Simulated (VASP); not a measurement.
# CsPbCl3 (Pm-3m) in VASP: single point with PBE

Aim: the single point of CsPbCl3 with PBE.

Program: VASP 6.6.1. These are calculated values, not measurements. Logs are shortened: lines on timing, memory, paths and dates and some standing lists are left out, and cuts for length are marked.

## Step 1: The cell of the first run

Symmetry: Pm-3m, No. 221, cubic system. Conventional cell: a = 5.605 Å, b = 5.605 Å, c = 5.605 Å, α = 90.00°, β = 90.00°, γ = 90.00°. Within 5.2 Å of Cs (site symmetry m-3m) lie 12 Cl at 3.96 Å and 8 Pb at 4.85 Å. Pb (site symmetry m-3m) has 6 Cl at 2.80 Å within 3.7 Å. Cl (site symmetry 4/mmm) has 2 Pb at 2.80 Å within 3.7 Å.

## Step 2: Single point, PBE, non-collinear spin, zero start, spin-orbit coupling

The input, INCAR:

```
SYSTEM = CsPbCl3
  PREC = Accurate
  ENCUT = 500
  EDIFF = 1E-6
  ISMEAR = 0
  SIGMA = 0.05
  LREAL = .FALSE.
  LASPH = .TRUE.
  NELM = 200
  ALGO = Normal
  ISIF = 2
  LWAVE = .FALSE.
  LCHARG = .FALSE.
  MAGMOM = 0 0 0 0 0 0 0 0 0 0 0 0 0 0 0
  LORBIT = 11
  LSORBIT = .TRUE.
  GGA_COMPAT = .FALSE.
  LORBMOM = .TRUE.
  GGA = PE
  NBANDS = 59
```

The input, KPOINTS:

```
Automatic mesh
0
G
  6 6 6
  0 0 0
```

The input, POSCAR:

```
CsPbCl3
1.0
    5.6050019085      0.0000000000      0.0000000000
    0.0000000000      5.6050019085      0.0000000000
    0.0000000000      0.0000000000      5.6050019085
Cs Pb Cl
1 1 3
Direct
    0.0000000000      0.0000000000      0.0000000000
    0.5000000000      0.5000000000      0.5000000000
    0.0000000000      0.5000000000      0.5000000000
    0.5000000000      0.5000000000      0.0000000000
    0.5000000000      0.0000000000      0.5000000000
```

Potentials or basis: VASP PAW PBE potentials, release 64 (Cs_sv, Pb_d, Cl).

The run is started by

```sh
$ cat potpaw_PBE.64/Cs_sv/POTCAR potpaw_PBE.64/Pb_d/POTCAR potpaw_PBE.64/Cl/POTCAR > POTCAR
$ mpirun -np 1 vasp_ncl > vasp.out
```

OUTCAR:

```text
SYSTEM = CsPbCl3
   PREC = Accurate
   ENCUT = 500
   EDIFF = 1E-6
   ISMEAR = 0
   LREAL = .FALSE.
   LASPH = .TRUE.
   NELM = 200
   ISIF = 2
   LORBIT = 11
   LSORBIT = .TRUE.
   GGA = PE

 ion  position               nearest neighbor table
   1  0.000  0.000  0.000-
   2  0.500  0.500  0.500-   3 2.80   4 2.80   5 2.80   4 2.80   5 2.80   3 2.80
   3  0.000  0.500  0.500-   2 2.80   2 2.80
   4  0.500  0.500  0.000-   2 2.80   2 2.80
   5  0.500  0.000  0.500-   2 2.80   2 2.80

  LATTYP: Found a simple cubic cell.
 ALAT       =     5.6050019085

  Lattice vectors:

 A1 = (   5.6050019085,   0.0000000000,   0.0000000000)
 A2 = (   0.0000000000,   5.6050019085,   0.0000000000)
 A3 = (   0.0000000000,   0.0000000000,   5.6050019085)

Analysis of symmetry for initial positions (statically):
=====================================================================
 Subroutine PRICEL returns:
 Original cell was already a primitive cell.

 Routine SETGRP: Setting up the symmetry group for a
 simple cubic supercell.

 Subroutine GETGRP returns: Found 48 space group operations
 (whereof 48 operations were pure point group operations)
 out of a pool of 48 trial point group operations.

The static configuration has the point symmetry O_h .

Analysis of symmetry for dynamics (positions and initial velocities):
=====================================================================
 Subroutine PRICEL returns:
 Original cell was already a primitive cell.

 Routine SETGRP: Setting up the symmetry group for a
 simple cubic supercell.

 Subroutine GETGRP returns: Found 48 space group operations
 (whereof 48 operations were pure point group operations)
 out of a pool of 48 trial point group operations.

The dynamic configuration has the point symmetry O_h .

Analysis of structural, dynamic, and magnetic symmetry:
=====================================================================
 Subroutine PRICEL returns:
 Original cell was already a primitive cell.

 Routine SETGRP: Setting up the symmetry group for a
 simple cubic supercell.

 Subroutine GETGRP returns: Found 48 space group operations
 (whereof 48 operations were pure point group operations)
 out of a pool of 48 trial point group operations.

The overall configuration has the point symmetry O_h .

 Subroutine INISYM returns: Found 48 space group operations
 (whereof 48 operations are pure point group operations),
 and found     1 'primitive' translations

----------------------------------------------------------------------------------------

                                     Primitive cell

  volume of cell :     176.0870

  direct lattice vectors                    reciprocal lattice vectors
     5.605001909  0.000000000  0.000000000     0.178412071  0.000000000  0.000000000
     0.000000000  5.605001909  0.000000000     0.000000000  0.178412071  0.000000000
     0.000000000  0.000000000  5.605001909     0.000000000  0.000000000  0.178412071

  length of vectors
     5.605001909  5.605001909  5.605001909     0.178412071  0.178412071  0.178412071

  position of ions in fractional coordinates (direct lattice)
     0.000000000  0.000000000  0.000000000
     0.500000000  0.500000000  0.500000000
     0.000000000  0.500000000  0.500000000
     0.500000000  0.500000000  0.000000000
     0.500000000  0.000000000  0.500000000

  ion indices of the primitive-cell ions
   primitive index   ion index
                 1           1
                 2           2
                 3           3
                 4           4
                 5           5

----------------------------------------------------------------------------------------

 KPOINTS: Automatic mesh

Automatic generation of k-mesh.
 Grid dimensions read from file:
 generate k-points for:    6    6    6
[... 108 lines left out ...]

  energy without entropy =      -18.00342620  energy(sigma->0) =      -18.00342620

 E-fermi :   2.0348     XC(G=0):  -7.8210

 val. band max:        1.8188606002   @ k =   0.5000   0.5000   0.5000
 cond. band min:       2.6840323695   @ k =   0.5000   0.5000   0.5000
 fundamental gap:      0.8651717693
 Fermi energy:         2.0347761444

 k-point     1 :       0.0000    0.0000    0.0000
  band No.  band energies     occupation
      1     -19.5781      1.00000
      2     -19.5781      1.00000
      3     -16.2966      1.00000
      4     -16.2966      1.00000
      5     -16.2966      1.00000
      6     -16.2966      1.00000
[... 1169 lines left out ...]
     55       7.4523      0.00000
     56       7.4523      0.00000
 [bands above 56 left out]

------------------------ aborting loop because EDIFF is reached ----------------------------------------

  FORCE on cell =-STRESS in cart. coord.  units (eV):
  Direction    XX          YY          ZZ          XY          YZ          ZX
  --------------------------------------------------------------------------------------
  -------------------------------------------------------------------------------------
  Total        1.7878572      1.7878572      1.7878572     -0.0000000      0.0000000     -0.0000000
  in kB       16.2673243     16.2673243     16.2673243     -0.0000000      0.0000000     -0.0000000
  external PRESSURE =      16.2673243 kB  Pullay stress =       0.0000000 kB

 VOLUME and BASIS-vectors are now :
 -----------------------------------------------------------------------------
  energy-cutoff  :      500.00
  volume of cell :      176.09
      direct lattice vectors                 reciprocal lattice vectors
     5.605001909  0.000000000  0.000000000     0.178412071  0.000000000  0.000000000
     0.000000000  5.605001909  0.000000000     0.000000000  0.178412071  0.000000000
     0.000000000  0.000000000  5.605001909     0.000000000  0.000000000  0.178412071

 POSITION                                       TOTAL-FORCE (eV/Angst)
 -----------------------------------------------------------------------------------
      0.00000      0.00000      0.00000         0.000000      0.000000      0.000000
      2.80250      2.80250      2.80250         0.000000      0.000000      0.000000
      0.00000      2.80250      2.80250         0.000000      0.000000      0.000000
      2.80250      2.80250      0.00000         0.000000      0.000000      0.000000
      2.80250      0.00000      2.80250         0.000000      0.000000      0.000000
 -----------------------------------------------------------------------------------
    total drift:                                0.000000     -0.000000     -0.000000

  FREE ENERGIE OF THE ION-ELECTRON SYSTEM (eV)
  ---------------------------------------------------
  free  energy   TOTEN  =       -18.0034261999 eV

  energy  without entropy=      -18.0034261999  energy(sigma->0) =      -18.00342620

 orbital moment (x)

 # of ion     p       d       tot
 ----------------------------------------
  1         0.000  -0.000  -0.000
  2         0.000  -0.000  -0.000
  3         0.000   0.000   0.000
  4         0.000   0.000   0.000
  5         0.000   0.000   0.000
 ----------------------------------------
            0.000  -0.000  -0.000

 orbital moment (y)

 # of ion     p       d       tot
 ----------------------------------------
  1         0.000  -0.000  -0.000
  2         0.000   0.000   0.000
  3         0.000   0.000   0.000
  4         0.000   0.000   0.000
  5         0.000   0.000   0.000
 ----------------------------------------
            0.000   0.000   0.000

 orbital moment (z)

 # of ion     p       d       tot
 ----------------------------------------
  1         0.000   0.000   0.000
  2         0.000   0.000   0.000
  3         0.000   0.000   0.000
  4         0.000   0.000   0.000
  5         0.000   0.000   0.000
 ----------------------------------------
            0.000   0.000   0.000

 Spin-Orbit-Coupling matrix elements

 Ion:    1  E_soc:     -0.3226165
 l=   1
     0.0000000    -0.0537605    -0.0537605
    -0.0537605     0.0000000    -0.0537605
    -0.0537605    -0.0537605     0.0000000
 l=   2
     0.0000000    -0.0000017     0.0000000    -0.0000017    -0.0000072
    -0.0000017     0.0000000    -0.0000054    -0.0000017    -0.0000018
     0.0000000    -0.0000054     0.0000000    -0.0000054     0.0000000
    -0.0000017    -0.0000017    -0.0000054     0.0000000    -0.0000018
    -0.0000072    -0.0000018     0.0000000    -0.0000018     0.0000000
 l=   3
     0.0000000     0.0000000     0.0000000     0.0000000     0.0000000     0.0000000     0.0000000
     0.0000000     0.0000000     0.0000000     0.0000000     0.0000000     0.0000000     0.0000000
     0.0000000     0.0000000     0.0000000     0.0000000     0.0000000     0.0000000     0.0000000
     0.0000000     0.0000000     0.0000000     0.0000000     0.0000000     0.0000000     0.0000000
[... 69 lines left out ...]
 l=   2
     0.0000000     0.0000000     0.0000000     0.0000000     0.0000000
     0.0000000     0.0000000     0.0000000     0.0000000     0.0000000
     0.0000000     0.0000000     0.0000000     0.0000000     0.0000000
     0.0000000     0.0000000     0.0000000     0.0000000     0.0000000
     0.0000000     0.0000000     0.0000000     0.0000000     0.0000000
 l=   3
     0.0000000     0.0000000     0.0000000     0.0000000     0.0000000     0.0000000     0.0000000
     0.0000000     0.0000000     0.0000000     0.0000000     0.0000000     0.0000000     0.0000000
     0.0000000     0.0000000     0.0000000     0.0000000     0.0000000     0.0000000     0.0000000
     0.0000000     0.0000000     0.0000000     0.0000000     0.0000000     0.0000000     0.0000000
     0.0000000     0.0000000     0.0000000     0.0000000     0.0000000     0.0000000     0.0000000
     0.0000000     0.0000000     0.0000000     0.0000000     0.0000000     0.0000000     0.0000000
     0.0000000     0.0000000     0.0000000     0.0000000     0.0000000     0.0000000     0.0000000

 total charge

# of ion       s       p       d       tot
------------------------------------------
    1        1.831   4.712   0.011   6.555
    2        1.514   0.458   9.863  11.835
    3        1.601   3.529   0.000   5.130
    4        1.601   3.529   0.000   5.130
    5        1.601   3.529   0.000   5.130
--------------------------------------------------
tot          8.148  15.757   9.875  33.780

 magnetization (x)

# of ion       s       p       d       tot
------------------------------------------
    1        0.000   0.000  -0.000   0.000
    2       -0.000   0.000  -0.000  -0.000
    3       -0.000   0.000   0.000  -0.000
    4       -0.000   0.000   0.000   0.000
    5        0.000   0.000   0.000   0.000
--------------------------------------------------
tot          0.000   0.000  -0.000   0.000

 magnetization (y)

# of ion       s       p       d       tot
------------------------------------------
    1       -0.000   0.000   0.000   0.000
    2        0.000  -0.000  -0.000  -0.000
    3        0.000   0.000   0.000   0.000
    4       -0.000   0.000   0.000   0.000
    5        0.000   0.000   0.000   0.000
--------------------------------------------------
tot          0.000   0.000  -0.000   0.000

 magnetization (z)

# of ion       s       p       d       tot
------------------------------------------
    1        0.000   0.000  -0.000  -0.000
    2        0.000  -0.000   0.000  -0.000
    3        0.000  -0.000   0.000   0.000
    4       -0.000   0.000   0.000  -0.000
    5        0.000   0.000   0.000   0.000
--------------------------------------------------
tot          0.000   0.000  -0.000   0.000
```

Wall time 8.5 min (1 thread of Oxide Virtual Turin-like, shared host); peak memory 0.68 GiB.

Results:

* Free energy: -18.0034 eV
* Pressure: 1.6 GPa
* Net moment: 0.00 μB per cell
* Valence electrons inside the program's atomic spheres: Cs 6.55; Pb 11.84; Cl 5.13

Moments on the atoms (μB; x, y, z):
```
Cs  0.00 0.00 0.00
Pb  0.00 0.00 0.00
Cl  0.00 0.00 0.00
Cl  0.00 0.00 0.00
Cl  0.00 0.00 0.00
```
